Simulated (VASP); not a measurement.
# Ag (Fd-3m) in VASP: a series of runs, part 2 of 2

VASP 6.6.1. The steps go on from the part before.

## 4. Relaxation of cell and atoms, revPBE

This run uses another cell than the first one, of 23.03 Å³/atom, 0.672 times its volume.

Contents of INCAR:

```
SYSTEM = Ag
ALGO     = Normal         ! electronic algorithm
EDIFF    = 1E-7           ! SCF threshold, eV
EDIFFG   = -0.01          ! ionic threshold
ENCUT    = 600            ! plane-wave cutoff, eV
GGA      = RE             ! functional
IBRION   = 2              ! ionic algorithm
ISIF     = 3              ! what is computed and relaxed
ISMEAR   = -1             ! smearing method
LASPH    = .TRUE.         ! aspherical terms in the spheres
LCHARG   = .FALSE.        ! write CHGCAR
LREAL    = .FALSE.        ! projectors in reciprocal space
LWAVE    = .FALSE.        ! write WAVECAR
NELM     = 80             ! most SCF steps
NSW      = 80             ! ionic steps
PREC     = Accurate       ! precision mode
SIGMA    = 0.1            ! smearing width, eV
```

Contents of KPOINTS:

```
k-points
0
G
  10 10 10
  0 0 0
```

Contents of POSCAR:

```
Ag
1.0
    0.0000000000      2.8449690438      2.8449690438
    2.8449690438      0.0000000000      2.8449690438
    2.8449690438      2.8449690438      0.0000000000
Ag
2
Direct
    0.1250000000      0.1250000000      0.1250000000
    0.8750000000      0.8750000000      0.8750000000
```

Potentials or basis: VASP PAW PBE potentials, release 64 (Ag).

On the command line:

```bash
cat potpaw_PBE.64/Ag/POTCAR > POTCAR
mpirun -np 1 vasp_std > vasp.out
```

OUTCAR:

```text
SYSTEM = Ag
   EDIFF = 1E-7
   EDIFFG = -0.01
   ENCUT = 600
   GGA = RE
   IBRION = 2
   ISIF = 3
   ISMEAR = -1
   LASPH = .TRUE.
   LREAL = .FALSE.
   NELM = 80
   NSW = 80
   PREC = Accurate

 ion  position               nearest neighbor table
   1  0.125  0.125  0.125-   2 2.46   2 2.46   2 2.46   2 2.46
   2  0.875  0.875  0.875-   1 2.46   1 2.46   1 2.46   1 2.46

  LATTYP: Found a face centered cubic cell.
 ALAT       =     5.6899380876

  Lattice vectors:

 A1 = (   0.0000000000,   2.8449690438,   2.8449690438)
 A2 = (   2.8449690438,   0.0000000000,   2.8449690438)
 A3 = (   2.8449690438,   2.8449690438,   0.0000000000)

Analysis of symmetry for initial positions (statically):
=====================================================================
 Subroutine PRICEL returns:
 Original cell was already a primitive cell.

 Routine SETGRP: Setting up the symmetry group for a
 face centered cubic supercell.

[... 190 lines left out ...]
     12      15.5245      0.00000
     13      15.5245      0.00000
     14      15.5245      0.00000
[... 522 lines left out ...]
--------------------------------------- Ionic step        4  -------------------------------------------

 number of electron      21.9999986 magnetization

 Free energy of the ion-electron system (eV)
  ---------------------------------------------------
  ext. energy  EPLUGINS =         0.00000000
  ---------------------------------------------------
  free energy    TOTEN  =        -3.22096027 eV

  energy without entropy =       -3.20188339  energy(sigma->0) =       -3.21142183

 E-fermi :   2.4032     XC(G=0):  -8.3969

 val. band max:        2.3756295123   @ k =  -0.4000   0.2000   0.1000
 cond. band min:       2.4717900968   @ k =  -0.4000   0.4000   0.0000
 fundamental gap:      0.0961605845
 Fermi energy:         2.4032438252

 k-point     1 :       0.0000    0.0000    0.0000
  band No.  band energies     occupation
      1      -1.9965      2.00000
      2      -1.9560      2.00000
      3      -1.9560      2.00000
      4      -1.9560      2.00000
      5      -1.9495      2.00000
      6      -1.9495      2.00000
      7      -0.8129      2.00000
      8      -0.8129      2.00000
      9      -0.8129      2.00000
     10      -0.3363      2.00000
     11      -0.3363      2.00000
     12      10.4960      0.00000
     13      10.4960      0.00000
     14      10.4960      0.00000
[... 444 lines left out ...]
  FREE ENERGIE OF THE ION-ELECTRON SYSTEM (eV)
  ---------------------------------------------------
  free  energy   TOTEN  =        -3.2209602661 eV

  energy  without entropy=       -3.2018833851  energy(sigma->0) =       -3.21142183

 reached required accuracy - stopping structural energy minimisation
```

It took 1.7 min on 1 thread of AMD EPYC 7R43 (Zen 3), shared host; peak memory 0.16 GiB.

Results:

- Free energy: -3.2210 eV
- Relaxed volume: 31.77 Å³/atom
- Relaxed cell: a = 4.479 Å, b = 4.479 Å, c = 4.479 Å, α = 60.00°, β = 60.00°, γ = 60.00°
- Space group after relaxing (to 0.05 Å): Fd-3m (No. 227)
- Energy gained by relaxing: 358.3 meV/atom
- Ionic steps: 4
- Pressure after relaxing: 0.0 GPa
- Band gap on the k mesh: zero (band 11 reaches 2.73 eV, above the bottom of band 12 at 2.00 eV)

The path:
| step | energy change (eV) | largest force (eV/Å) | pressure (GPa) | volume (Å³) |
| --- | --- | --- | --- | --- |
| 1 | 0.0000 | 0.0000 | 18.92 | 46.05 |
| 2 | -0.7061 | 0.0000 | -0.99 | 66.66 |
| 3 | -0.7157 | 0.0000 | 0.33 | 62.60 |
| 4 | -0.7166 | 0.0000 | -0.03 | 63.54 |

Final structure:
```
Ag
1.0
     0.00000    3.16719    3.16719
     3.16719    0.00000    3.16719
     3.16719    3.16719    0.00000
Ag
2
Direct
  0.12500 0.12500 0.12500
  0.87500 0.87500 0.87500
```

Levels at points of the mesh, in eV from the Fermi level:
```tsv
k point	band 7	band 8	band 9	band 10	band 11	band 12	band 13	band 14	band 15
(0.00, 0.00, 0.00)	-3.22	-3.22	-3.22	-2.74	-2.74	8.09	8.09	8.09	8.88
(0.50, 0.00, 0.00)	-3.13	-3.13	-2.77	-2.77	-0.98	-0.40	5.90	5.90	8.49
(0.50, 0.50, 0.00)	-3.44	-3.44	-2.67	-2.67	0.07	0.07	3.45	3.45	6.76
```

Caveat: the volume moved by over 15 % at a fixed basis, so the end points are rough; the PAW data sets were made with another functional, which shifts forces and pressure a little.

## 5. Single point, revPBE

This run uses another cell than the first one, of 31.71 Å³/atom, 0.926 times its volume.

Contents of INCAR:

```
ALGO     = Normal         # electronic algorithm
EDIFF    = 1E-6           # SCF threshold, eV
ENCUT    = 520            # plane-wave cutoff, eV
GGA      = RE             # functional
ISIF     = 2              # what is computed and relaxed
ISMEAR   = -1             # smearing method
LASPH    = T              # aspherical terms in the spheres
LCHARG   = F              # write CHGCAR
LREAL    = F              # projectors in reciprocal space
LWAVE    = F              # write WAVECAR
NBANDS   = 18             # bands
NELM     = 100            # most SCF steps
PREC     = Accurate       # precision mode
SIGMA    = 0.1            # smearing width, eV
```

Contents of KPOINTS:

```
k-points
0
Gamma
  14 14 14
```

Contents of POSCAR:

```
Ag
1.0
    0.0000000000      3.1652766406      3.1652766406
    3.1652766406      0.0000000000      3.1652766406
    3.1652766406      3.1652766406      0.0000000000
Ag
2
Direct
    0.1250000000      0.1250000000      0.1250000000
    0.8750000000      0.8750000000      0.8750000000
```

Potentials or basis: VASP PAW PBE potentials, release 64 (Ag).

On the command line:

```bash
cat potpaw_PBE.64/Ag/POTCAR > POTCAR
mpirun -np 1 vasp_std > vasp.out
```

OUTCAR:

```text
EDIFF = 1E-6
   ENCUT = 520
   GGA = RE
   ISIF = 2
   ISMEAR = -1
   LASPH = T
   LREAL = F
   NELM = 100
   PREC = Accurate

 ion  position               nearest neighbor table
   1  0.125  0.125  0.125-   2 2.74   2 2.74   2 2.74   2 2.74
   2  0.875  0.875  0.875-   1 2.74   1 2.74   1 2.74   1 2.74

  LATTYP: Found a face centered cubic cell.
 ALAT       =     6.3305532812

  Lattice vectors:

[... 689 lines left out ...]
     18      13.8763      0.00000

 [... further k-points ...]

------------------------ aborting loop because EDIFF is reached ----------------------------------------

  FORCE on cell =-STRESS in cart. coord.  units (eV):
  Direction    XX          YY          ZZ          XY          YZ          ZX
  --------------------------------------------------------------------------------------
  -------------------------------------------------------------------------------------
  Total       -0.0012834     -0.0012834     -0.0012834     -0.0000000     -0.0000000      0.0000000
  in kB       -0.0324207     -0.0324207     -0.0324207     -0.0000000     -0.0000000      0.0000000
  external PRESSURE =      -0.0324207 kB  Pullay stress =       0.0000000 kB

 VOLUME and BASIS-vectors are now :
 -----------------------------------------------------------------------------
  energy-cutoff  :      520.00
  volume of cell :       63.43
      direct lattice vectors                 reciprocal lattice vectors
     0.000000000  3.165276641  3.165276641    -0.157964076  0.157964076  0.157964076
     3.165276641  0.000000000  3.165276641     0.157964076 -0.157964076  0.157964076
     3.165276641  3.165276641  0.000000000     0.157964076  0.157964076 -0.157964076

 POSITION                                       TOTAL-FORCE (eV/Angst)
 -----------------------------------------------------------------------------------
      0.79132      0.79132      0.79132        -0.000000      0.000000     -0.000000
      5.53923      5.53923      5.53923         0.000000     -0.000000      0.000000
 -----------------------------------------------------------------------------------
    total drift:                                0.000000      0.000000      0.000000

  FREE ENERGIE OF THE ION-ELECTRON SYSTEM (eV)
  ---------------------------------------------------
  free  energy   TOTEN  =        -3.2275997063 eV

  energy  without entropy=       -3.2083479462  energy(sigma->0) =       -3.21797383
```

Run time: 85 s. Hardware: 1 thread of AMD EPYC 7R43 (Zen 3), shared host; peak memory 0.22 GiB.

What came out:

* Free energy: -3.2276 eV
* Pressure: 0.0 GPa
* Band gap on the k mesh: zero (band 11 reaches 2.77 eV, above the bottom of band 12 at 2.01 eV)

Caveat: the PAW data sets were made with another functional, which shifts forces and pressure a little.

## 6. The runs side by side

| task | cell | k mesh | cutoff (eV) | gap on the mesh (eV) | pressure (GPa) |
| --- | --- | --- | --- | --- | --- |
| single point | a = 4.593 Å, angles 60.0°, 2 atoms | 10 × 10 × 10 | 520 | none | -1.5 |
| single point | a = 4.649 Å, angles 60.0°, 2 atoms | 10 × 10 × 10 | 520 | none | -2.0 |
| relaxation of cell and atoms | relaxed from a = 4.023 Å, angles 60.0°, 2 atoms | 10 × 10 × 10 | 600 | none | 0.0 |
| single point | a = 4.476 Å, angles 60.0°, 2 atoms | 14 × 14 × 14 | 520 | none | 0.0 |

Alike in all rows: level revPBE; potentials or basis VASP PAW PBE potentials, release 64 (Ag); no spin polarisation; smearing fermi-dirac 0.1 eV.

Caveats: the PAW data sets were made with another functional, which shifts forces and pressure a little; the volume moved by over 15 % at a fixed basis, so the end points are rough (some runs).

Total energies depend on the potentials used, so only differences within one code and one set of settings carry meaning.
